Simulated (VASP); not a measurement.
Set up this calculation in VASP 6.6.1, as the native input.

```
Task                   : single point
Functional             : PBEsol
Dispersion             : D3(BJ)
Potentials or basis    : VASP PAW PBE potentials, release 64 (Pt)
Cutoff                 : 520 eV
k mesh                 : 17 × 17 × 17
Occupations            : fermi-dirac, width 0.1 eV
Spin                   : no spin polarisation
Dipole correction      : no
Further INCAR settings : ALGO = Normal; EDIFF = 1e-07; NBANDS = 11
```

The structure of Pt lies in POSCAR:

```
Pt
1.0
    0.0000000000      1.6889388964      1.6889388964
    1.6889388964      0.0000000000      1.6889388964
    1.6889388964      1.6889388964      0.0000000000
Pt
1
Direct
    0.0000000000      0.0000000000      0.0000000000
```

These files were run (other wordings do the same):

INCAR

```
ALGO = Normal
EDIFF = 1E-7
ENCUT = 520
GGA = PS
ISIF = 2
ISMEAR = -1
IVDW = 12
LASPH = T
LCHARG = F
LREAL = F
LWAVE = F
NBANDS = 11
NELM = 60
PREC = Accurate
SIGMA = 0.1
```

KPOINTS

```
k-points
0
Gamma
  17 17 17
```

Potentials or basis: VASP PAW PBE potentials, release 64 (Pt).

Command:

```bash
$ cat potpaw_PBE.64/Pt/POTCAR > POTCAR
$ mpirun -np 1 vasp_std > vasp.out
```

Results of the run:

```json
{
 "Pressure": "388.0 GPa",
 "Band gap on the k mesh": "zero (band 5 reaches 23.32 eV, above the bottom of band 6 at 18.52 eV)",
 "Dispersion energy per atom": "-1.176 eV"
}
```

Caveat: three body term missing; the PAW data sets were made with another functional, which shifts forces and pressure a little; spin-orbit coupling is left out, which moves the levels of the heavy elements; pairwise dispersion overbinds metals, which lowers pressure and volume.

Wall time 11 s on 1 thread of Intel Xeon 6975P-C, on a shared host, peak memory 0.15 GiB.
